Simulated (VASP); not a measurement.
Here is a VASP 6.6.1 calculation.

The input INCAR:

```
SYSTEM = Pd
ALGO = Normal
EDIFF = 1E-6
EDIFFG = -0.01
ENCUT = 600
GGA = PE
IBRION = 2
ISIF = 3
ISMEAR = 0
LASPH = .True.
LCHARG = .False.
LREAL = .False.
LWAVE = .False.
NELM = 100
NSW = 80
PREC = Accurate
SIGMA = 0.1
```

File KPOINTS:

```
k-points
0
Gamma
  18 18 18
  0 0 0
```

File POSCAR:

```
Pd
1.0
    0.0000000000      1.9740927421      1.9740927421
    1.9740927421      0.0000000000      1.9740927421
    1.9740927421      1.9740927421      0.0000000000
Pd
1
Direct
    0.0000000000      0.0000000000      0.0000000000
```

Potentials or basis: VASP PAW PBE potentials, release 64 (Pd).

Launch:

```console
$ cat potpaw_PBE.64/Pd/POTCAR > POTCAR
$ mpirun -np 1 vasp_std > vasp.out
```

(1) Predict the relaxed volume.

(2) Predict the relaxed cell.

Answers

(1) 15.29 Å³/atom.

(2) a = 2.786 Å, b = 2.786 Å, c = 2.786 Å, α = 60.00°, β = 60.00°, γ = 60.00°.
